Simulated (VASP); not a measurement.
A run of VASP 6.6.1:

Contents of INCAR:

```
ALGO     = Normal         # electronic algorithm
EDIFF    = 1E-6           # SCF threshold, eV
EDIFFG   = -0.03          # ionic threshold
ENCUT    = 600            # plane-wave cutoff, eV
GGA      = PS             # functional
IBRION   = 2              # ionic algorithm
ISIF     = 8              # what is computed and relaxed
ISMEAR   = 0              # smearing method
LASPH    = True           # aspherical terms in the spheres
LCHARG   = False          # write CHGCAR
LREAL    = False          # projectors in reciprocal space
LWAVE    = False          # write WAVECAR
NELM     = 100            # most SCF steps
NSW      = 60             # ionic steps
PREC     = Accurate       # precision mode
SIGMA    = 0.1            # smearing width, eV
```

KPOINTS

```
k-points
0
Gamma
  11 11 6
```

The input POSCAR:

```
Be
1.0
    2.2853000000      0.0000000000      0.0000000000
   -1.1426500000      1.9791278553      0.0000000000
    0.0000000000      0.0000000000      3.5842000000
Be
2
Direct
    0.3333333333      0.6666666667      0.2500000000
    0.6666666667      0.3333333333      0.7500000000
```

Potentials or basis: VASP PAW PBE potentials, release 64 (Be).

Launch:

```sh
$ cat potpaw_PBE.64/Be/POTCAR > POTCAR
$ mpirun -np 1 vasp_std > vasp.out
```

Hardware: 1 thread of Intel(R) Xeon(R) Platinum 8259CL CPU @ 2.50GHz (Skylake/Cascade Lake), with other jobs on the host.

Problem. Estimate the wall time of this run.

Solution. Wall time 6.3 s on 1 thread of Intel(R) Xeon(R) Platinum 8259CL CPU @ 2.50GHz (Skylake/Cascade Lake) (shared host), peak memory 0.12 GiB. Counts: scf iterations 13, k points 64, ion steps 2.
